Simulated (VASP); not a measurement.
NbAs (rocksalt type): single point with PBE

NbAs (rocksalt type):

```
CELL_PARAMETERS angstrom
0.00000 2.55384 2.55384
2.55384 0.00000 2.55384
2.55384 2.55384 0.00000
ATOMIC_POSITIONS crystal
Nb 0.00000 0.00000 0.00000
As 0.50000 0.50000 0.50000
```

* Program: VASP 6.6.1
* Task: single point
* Functional: PBE
* Potentials or basis: VASP PAW PBE potentials, release 64 (Nb_sv, As)
* Cutoff: 520 eV
* k mesh: 13 × 13 × 13
* Occupations: fermi-dirac, width 0.05 eV
* Spin: no spin polarisation
* Dipole correction: no
* Further INCAR settings: ALGO = Normal; EDIFF = 1e-06; NBANDS = 16

* Pressure: 17.1 GPa
* Band gap on the k mesh: zero (bands 9 and 10 overlap by 2.08 eV)

Levels at points of the mesh, in eV from the Fermi level:
```csv
k point,band 7,band 8,band 9,band 10,band 11,band 12
"(0.00, 0.00, 0.00)",-1.80,-1.80,-1.07,-1.07,-0.12,-0.12
```

Run time: 46 s on 1 thread of Intel(R) Xeon(R) Platinum 8259CL CPU @ 2.50GHz (Skylake/Cascade Lake) (shared host), peak memory 0.18 GiB.

Caveat: the cell stands under pressure.
